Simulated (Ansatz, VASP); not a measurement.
One calculation of AlN, two programs

```
Al N
1.0
     0.00000    2.08538    2.03452
     2.08538    0.00000    2.03452
     2.08538    2.08538    0.00000
Al N
1 1
Direct
  0.50000 0.50000 0.50000
  0.00000 0.00000 0.00000
```

Change from the starting cell: strain +0.025 along x and y, +0.000 along z, atoms carried along.

Alike in both runs: task single point; functional LDA; k mesh 10 × 10 × 10; occupations gaussian, width 0.05 eV; no spin polarisation.

```csv
,VASP,Ansatz
version,VASP 6.6.1,Ansatz 0.2.0
potentials or method,"VASP PAW LDA potentials, release 64 (Al, N), cutoff 600 eV","scalar-relativistic, plane waves, PAW"
valence electrons in the cell,8,8
```

```tsv
	VASP	Ansatz	Ansatz less VASP
gap on the k mesh at the Fermi level (eV)	3.63	3.64	+0.010
least direct gap on the mesh (eV)	4.75	4.73	-0.017
pressure (GPa)	-20.7	-21.1	-0.32
traceless stress, the component that is largest in VASP (GPa)	2.88	2.77	-0.105
```

LDA's correlation is that of Perdew and Zunger in VASP and of Perdew and Wang (1992) in Ansatz.
